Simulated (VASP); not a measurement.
# CaO (Lime) (Fm-3m) in VASP: a series of runs

The runs below take CaO (Lime) through relaxation of cell and atoms, single point, with LDA.

Program: VASP 6.6.1. These are calculated values, not measurements. Logs are shortened: lines on timing, memory, paths and dates and some standing lists are left out, and cuts for length are marked.

## 1. The cell of the first run

Symmetry: Fm-3m, No. 225, cubic system. Conventional cell: a = 4.830 Å, b = 4.830 Å, c = 4.830 Å, α = 90.00°, β = 90.00°, γ = 90.00°. Ca (site symmetry m-3m) has 6 O at 2.42 Å within 3.2 Å. O (site symmetry m-3m) has 6 Ca at 2.42 Å within 3.2 Å.

## 2. Relaxation of cell and atoms, LDA

INCAR reads:

```
SYSTEM = CaO
PREC     = Accurate       ! precision mode
ENCUT    = 600            ! plane-wave cutoff, eV
EDIFF    = 1E-6           ! SCF threshold, eV
ISMEAR   = -1             ! smearing method
SIGMA    = 0.02           ! smearing width, eV
LREAL    = .FALSE.        ! projectors in reciprocal space
LASPH    = .TRUE.         ! aspherical terms in the spheres
NELM     = 80             ! most SCF steps
ALGO     = Normal         ! electronic algorithm
ISIF     = 3              ! what is computed and relaxed
LWAVE    = .FALSE.        ! write WAVECAR
LCHARG   = .FALSE.        ! write CHGCAR
IBRION   = 2              ! ionic algorithm
NSW      = 80             ! ionic steps
EDIFFG   = -0.005         ! ionic threshold
```

KPOINTS reads:

```
Automatic mesh
0
G
  8 8 8
  0 0 0
```

POSCAR reads:

```
CaO
1.0
    0.0000000000      2.4150560130      2.4150560130
    2.4150560130      0.0000000000      2.4150560130
    2.4150560130      2.4150560130      0.0000000000
Ca O
1 1
Direct
    0.0000000000      0.0000000000      0.0000000000
    0.5000000000      0.5000000000      0.5000000000
```

Potentials or basis: VASP PAW LDA potentials, release 64 (Ca_sv, O).

The run is started by

```console
$ cat potpaw_LDA.64/Ca_sv/POTCAR potpaw_LDA.64/O/POTCAR > POTCAR
$ mpirun -np 1 vasp_std > vasp.out
```

OUTCAR:

```text
SYSTEM = CaO
   PREC = Accurate
   ENCUT = 600
   EDIFF = 1E-6
   ISMEAR = -1
   LREAL = .FALSE.
   LASPH = .TRUE.
   NELM = 80
   ISIF = 3
   IBRION = 2
   NSW = 80
   EDIFFG = -0.005

 ion  position               nearest neighbor table
   1  0.000  0.000  0.000-   2 2.42   2 2.42   2 2.42   2 2.42   2 2.42   2 2.42
   2  0.500  0.500  0.500-   1 2.42   1 2.42   1 2.42   1 2.42   1 2.42   1 2.42

  LATTYP: Found a face centered cubic cell.
 ALAT       =     4.8301120260

  Lattice vectors:

 A1 = (   0.0000000000,   2.4150560130,   2.4150560130)
 A2 = (   2.4150560130,   0.0000000000,   2.4150560130)
 A3 = (   2.4150560130,   2.4150560130,   0.0000000000)

Analysis of symmetry for initial positions (statically):
=====================================================================
 Subroutine PRICEL returns:
 Original cell was already a primitive cell.

 Routine SETGRP: Setting up the symmetry group for a
 face centered cubic supercell.

 Subroutine GETGRP returns: Found 48 space group operations
 (whereof 48 operations were pure point group operations)
 out of a pool of 48 trial point group operations.

The static configuration has the point symmetry O_h .

Analysis of symmetry for dynamics (positions and initial velocities):
=====================================================================
 Subroutine PRICEL returns:
 Original cell was already a primitive cell.

 Routine SETGRP: Setting up the symmetry group for a
 face centered cubic supercell.

 Subroutine GETGRP returns: Found 48 space group operations
 (whereof 48 operations were pure point group operations)
 out of a pool of 48 trial point group operations.

The dynamic configuration has the point symmetry O_h .

 Subroutine INISYM returns: Found 48 space group operations
 (whereof 48 operations are pure point group operations),
 and found     1 'primitive' translations

----------------------------------------------------------------------------------------

                                     Primitive cell

  volume of cell :      28.1716

  direct lattice vectors                    reciprocal lattice vectors
     0.000000000  2.415056013  2.415056013    -0.207034536  0.207034536  0.207034536
     2.415056013  0.000000000  2.415056013     0.207034536 -0.207034536  0.207034536
     2.415056013  2.415056013  0.000000000     0.207034536  0.207034536 -0.207034536

  length of vectors
     3.415404967  3.415404967  3.415404967     0.358594335  0.358594335  0.358594335

  position of ions in fractional coordinates (direct lattice)
     0.000000000  0.000000000  0.000000000
     0.500000000  0.500000000  0.500000000

  ion indices of the primitive-cell ions
   primitive index   ion index
                 1           1
                 2           2

----------------------------------------------------------------------------------------

 KPOINTS: Automatic mesh

Automatic generation of k-mesh.
 Grid dimensions read from file:
 generate k-points for:    8    8    8

 Generating k-lattice:

  Cartesian coordinates                     Fractional coordinates (reciprocal lattice)
    -0.025879317  0.025879317  0.025879317     0.125000000  0.000000000  0.000000000
     0.025879317 -0.025879317  0.025879317     0.000000000  0.125000000  0.000000000
     0.025879317  0.025879317 -0.025879317     0.000000000  0.000000000  0.125000000

  Length of vectors
     0.044824292  0.044824292  0.044824292

  Shift w.r.t. Gamma in fractional coordinates (k-lattice)
     0.000000000  0.000000000  0.000000000

 Subroutine IBZKPT returns following result:
 ===========================================

 Found     29 irreducible k-points:

 Following reciprocal coordinates:
            Coordinates               Weight
  0.000000  0.000000  0.000000      1.000000
  0.125000  0.000000  0.000000      8.000000
  0.250000  0.000000  0.000000      8.000000
  0.375000  0.000000  0.000000      8.000000
  0.500000  0.000000  0.000000      4.000000
  0.125000  0.125000  0.000000      6.000000
[... 16 lines left out ...]
  0.500000  0.250000  0.125000     48.000000
 -0.375000  0.250000  0.125000     24.000000
 [... further k-points ...]
   k-points           NKPTS =     29   k-points in BZ     NKDIM =     29   number of bands    NBANDS=     12
   number of dos      NEDOS =    301   number of ions     NIONS =      2
   total plane-waves  NPLWV =  21952
   dimension x,y,z NGX =    28 NGY =   28 NGZ =   28
   dimension x,y,z NGXF=    56 NGYF=   56 NGZF=   56
   ions per type =               1   1
   NGX,Y,Z   is equivalent  to a cutoff of  13.63, 13.63, 13.63 a.u.
   NGXF,Y,Z  is equivalent  to a cutoff of  27.26, 27.26, 27.26 a.u.
 SYSTEM =  CaO
   PREC   = accura    normal or accurate (medium, high low for compatibility)
   ISTART =      0    job   : 0-new  1-cont  2-samecut
   ICHARG =      2    charge: 1-file 2-atom 10-const
   ISPIN  =      1    spin polarized calculation?
   LNONCOLLINEAR =      F non collinear calculations
   LSORBIT =      F    spin-orbit coupling
   LASPH  =      T    aspherical Exc in radial PAW
   ENCUT  =  600.0 eV  44.10 Ry    6.64 a.u.   6.82  6.82  6.82*2*pi/ulx,y,z
   NELM   =     80;   NELMIN=  2; NELMDL= -5     # of ELM steps
   EDIFF  = 0.1E-05   stopping-criterion for ELM
   LREAL  =      F    real-space projection
   EDIFFG = -.5E-02   stopping-criterion for IOM
   NSW    =     80    number of steps for IOM
   IBRION =      2    ionic relax: 0-MD 1-quasi-New 2-CG
   NFREE  =      1    steps in history (QN), initial steepest desc. (CG)
   ISIF   =      3    stress and relaxation
   ISYM   =      2    0-nonsym 1-usesym 2-fastsym
   POTIM  = 0.5000    time-step for ionic-motion
   TEBEG  =    0.0;   TEEND  =   0.0 temperature during run
   PSTRESS=    0.0 pullay stress
   NELECT =      16.0000    total number of electrons
   NUPDOWN=      -1.0000    fix difference up-down
   EMIN   =  10.00;   EMAX   =-10.00  energy-range for DOS
   EFERMI =   0.00;   METHOD = LEGACY
   ISMEAR =    -1;   SIGMA  =   0.02  broadening in eV -4-tet -1-fermi 0-gaus
   EFERMI_NEDOS =   21; number of points for ismear=-14 and -15
   IALGO  =     38    algorithm
   IMIX   =      4    mixing-type and parameters
     AMIX     =   0.40;   BMIX     =  1.00
     AMIX_MAG =   1.60;   BMIX_MAG =  1.00
  volume/ion in A,a.u.               =      14.09        95.06
  Fermi-wavevector in a.u.,A,eV,Ry     =   1.355744  2.561984 25.008068  1.838041
  Thomas-Fermi vector in A             =   2.482806
   LORBIT       =      0    0 simple, 1 ext, 2 COOP (PROOUT), +10 PAW based schemes
   GGA     = CA    functional components
   LHFCALC =     F    Hartree Fock is set to
   AEXX    =    0.0000 exact exchange contribution
   IVDW    =     0    specifies the selected vdW correction
   LEPSILON=     F    determine dielectric tensor
   LRPA    =     F    only Hartree local field effects (RPA)
 conjugate gradient relaxation of ions
 non-spin polarized calculation
  energy-cutoff  :      600.00
  volume of cell :       28.17
 maximum number of plane-waves:       960
   NGX = 13   NGY = 13   NGZ = 13

--------------------------------------- Ionic step        1  -------------------------------------------

 number of electron      15.9999999 magnetization

 Free energy of the ion-electron system (eV)
  ---------------------------------------------------
  ext. energy  EPLUGINS =         0.00000000
  ---------------------------------------------------
  free energy    TOTEN  =       -14.17733805 eV

  energy without entropy =      -14.17733805  energy(sigma->0) =      -14.17733805

------------------------ aborting loop because EDIFF is reached ----------------------------------------

  FORCE on cell =-STRESS in cart. coord.  units (eV):
  Direction    XX          YY          ZZ          XY          YZ          ZX
  --------------------------------------------------------------------------------------
  -------------------------------------------------------------------------------------
  Total       -1.3712994     -1.3712994     -1.3712994      0.0000000     -0.0000000      0.0000000
  in kB      -77.9886219    -77.9886219    -77.9886219      0.0000000     -0.0000000      0.0000000
  external PRESSURE =     -77.9886219 kB  Pullay stress =       0.0000000 kB

 VOLUME and BASIS-vectors are now :
 -----------------------------------------------------------------------------
  energy-cutoff  :      600.00
  volume of cell :       28.17
      direct lattice vectors                 reciprocal lattice vectors
     0.000000000  2.415056013  2.415056013    -0.207034536  0.207034536  0.207034536
     2.415056013  0.000000000  2.415056013     0.207034536 -0.207034536  0.207034536
     2.415056013  2.415056013  0.000000000     0.207034536  0.207034536 -0.207034536
[... 37 lines left out ...]
 POSITION                                       TOTAL-FORCE (eV/Angst)
 -----------------------------------------------------------------------------------
      4.67034      4.67034      4.67034        -0.000000      0.000000      0.000000
      2.33517      2.33517      2.33517         0.000000     -0.000000     -0.000000
 -----------------------------------------------------------------------------------
    total drift:                                0.000000      0.000000      0.000000

  FREE ENERGIE OF THE ION-ELECTRON SYSTEM (eV)
  ---------------------------------------------------
  free  energy   TOTEN  =       -14.2173992135 eV

  energy  without entropy=      -14.2173992135  energy(sigma->0) =      -14.21739921

--------------------------------------- Ionic step        3  -------------------------------------------

 number of electron      15.9999998 magnetization

 Free energy of the ion-electron system (eV)
  ---------------------------------------------------
  ext. energy  EPLUGINS =         0.00000000
  ---------------------------------------------------
  free energy    TOTEN  =       -14.22721969 eV

  energy without entropy =      -14.22721969  energy(sigma->0) =      -14.22721969

 E-fermi :   2.7887     XC(G=0): -11.3068

 val. band max:        2.3462919665   @ k =   0.0000   0.0000   0.0000
 cond. band min:       5.7717469503   @ k =   0.5000   0.5000   0.0000
 fundamental gap:      3.4254549838
 Fermi energy:         2.7887464405

 k-point     1 :       0.0000    0.0000    0.0000
  band No.  band energies     occupation
      1     -34.4987      2.00000
      2     -15.4975      2.00000
      3     -15.4975      2.00000
      4     -15.4975      2.00000
      5     -12.9713      2.00000
      6       2.3463      2.00000
      7       2.3463      2.00000
      8       2.3463      2.00000
      9       7.3770      0.00000
     10       8.5826      0.00000
     11       8.5826      0.00000
     12       8.5826      0.00000

 k-point     2 :       0.1250    0.0000    0.0000
  band No.  band energies     occupation
      1     -34.4780      2.00000
      2     -15.7926      2.00000
      3     -15.5072      2.00000
      4     -15.5072      2.00000
      5     -12.6685      2.00000
      6       1.7769      2.00000
      7       2.1066      2.00000
      8       2.1066      2.00000
      9       8.0699      0.00000
     10       8.5481      0.00000
     11       8.8732      0.00000
     12       8.8732      0.00000
[... 316 lines left out ...]
 k-point    24 :      -0.3750    0.2500    0.1250
  band No.  band energies     occupation
      1     -34.3335      2.00000
      2     -16.6563      2.00000
      3     -15.8042      2.00000
      4     -15.6571      2.00000
      5     -11.8233      2.00000
      6       0.1540      2.00000
      7       1.1418      2.00000
      8       1.1863      2.00000
      9       9.2040      0.00000
     10       9.2740      0.00000
     11      11.3946      0.00000
     12      11.6891      0.00000

 [... further k-points ...]
[... 5 lines left out ...]
  --------------------------------------------------------------------------------------
  -------------------------------------------------------------------------------------
  Total       -0.0008307     -0.0008307     -0.0008307     -0.0000000      0.0000000     -0.0000000
  in kB       -0.0507075     -0.0507075     -0.0507075     -0.0000000      0.0000000     -0.0000000
  external PRESSURE =      -0.0507075 kB  Pullay stress =       0.0000000 kB

 VOLUME and BASIS-vectors are now :
 -----------------------------------------------------------------------------
  energy-cutoff  :      600.00
  volume of cell :       26.25
      direct lattice vectors                 reciprocal lattice vectors
    -0.000000000  2.358764838  2.358764838    -0.211975349  0.211975349  0.211975349
     2.358764838 -0.000000000  2.358764838     0.211975349 -0.211975349  0.211975349
     2.358764838  2.358764838  0.000000000     0.211975349  0.211975349 -0.211975349

 POSITION                                       TOTAL-FORCE (eV/Angst)
 -----------------------------------------------------------------------------------
      0.00000      0.00000      0.00000         0.000000     -0.000000      0.000000
      2.35876      2.35876      2.35876        -0.000000      0.000000     -0.000000
 -----------------------------------------------------------------------------------
    total drift:                                0.000000      0.000000      0.000000

  FREE ENERGIE OF THE ION-ELECTRON SYSTEM (eV)
  ---------------------------------------------------
  free  energy   TOTEN  =       -14.2272196921 eV

  energy  without entropy=      -14.2272196921  energy(sigma->0) =      -14.22721969

 reached required accuracy - stopping structural energy minimisation
```

Wall time 35 s (1 thread of AMD EPYC 9R45 (Zen 5), shared host); peak memory 0.13 GiB.

What came out:

- Free energy: -14.2272 eV
- Relaxed volume: 13.12 Å³/atom
- Relaxed cell: a = 3.336 Å, b = 3.336 Å, c = 3.336 Å, α = 60.00°, β = 60.00°, γ = 60.00°
- Space group after relaxing (to 0.05 Å): Fm-3m (No. 225)
- Energy gained by relaxing: 24.9 meV/atom
- Ionic steps: 3
- Pressure after relaxing: 0.0 GPa
- Band gap on the k mesh: 3.43 eV, indirect (least direct gap 3.79 eV)

The path:
```tsv
step	energy change (eV)	largest force (eV/Å)	pressure (GPa)	volume (Å³)
1	0.0000	0.0000	-7.80	28.17
2	-0.0401	0.0000	4.15	25.47
3	-0.0499	0.0000	-0.01	26.25
```

Final structure:
```
CELL_PARAMETERS angstrom
0.00000 2.35876 2.35876
2.35876 0.00000 2.35876
2.35876 2.35876 0.00000
ATOMIC_POSITIONS crystal
Ca 0.00000 0.00000 0.00000
O 0.50000 0.50000 0.50000
```

## 3. Single point, LDA

This run uses another cell than the first one, of 13.04 Å³/atom, 0.926 times its volume.

INCAR reads:

```
SYSTEM = CaO
ALGO = Normal ; EDIFF = 1E-6
ENCUT = 910 ; GGA = CA
GGA_COMPAT = .FALSE. ; ISIF = 2
ISMEAR = -1 ; LASPH = .TRUE.
LCHARG = .TRUE. ; LELF = .TRUE.
LREAL = .FALSE. ; LVHAR = .TRUE.
LWAVE = .FALSE. ; NBANDS = 15
NELM = 120 ; PREC = Accurate
SIGMA = 0.02
```

KPOINTS reads:

```
k-points
0
G
  8 8 8
  0 0 0
```

POSCAR reads:

```
CaO
1.0
    0.0000000000      2.3539957932      2.3539957932
    2.3539957932      0.0000000000      2.3539957932
    2.3539957932      2.3539957932      0.0000000000
Ca O
1 1
Direct
    0.0000000000      0.0000000000      0.0000000000
    0.5000000000      0.5000000000      0.5000000000
```

Potentials or basis: VASP PAW LDA potentials, release 64 (Ca_sv, O_h).

The run is started by

```console
$ cat potpaw_LDA.64/Ca_sv/POTCAR potpaw_LDA.64/O_h/POTCAR > POTCAR
$ mpirun -np 1 vasp_std > vasp.out
```

It took 13 s on 1 thread of Intel Xeon Platinum 8559C (Emerald Rapids), shared host; peak memory 0.19 GiB.

The run converged. Its results:

| Property | Result |
| --- | --- |
| Free energy | -14.2276 eV |
| Pressure | 0.8 GPa |
| Band gap on the k mesh | 3.42 eV, indirect (least direct gap 3.78 eV) |

Levels at points of the mesh, in eV from the valence-band top:
```csv
k point,band 5,band 6,band 7,band 8,band 9,band 10,band 11,band 12
"(0.00, 0.00, 0.00)",-15.33,0.00,0.00,0.00,5.08,6.25,6.25,6.25
"(0.50, 0.00, 0.00)",-13.79,-2.86,-1.36,-1.36,7.25,8.64,8.64,8.79
"(0.50, 0.50, 0.00)",-15.09,-1.27,-0.36,-0.36,3.42,8.49,9.23,9.96
```

Caveat: the cutoff is under 1.25 times the usual one of these potentials, so pressure, stress and relaxed cells hold a basis-set (Pulay) error. A k mesh can miss the band edges.
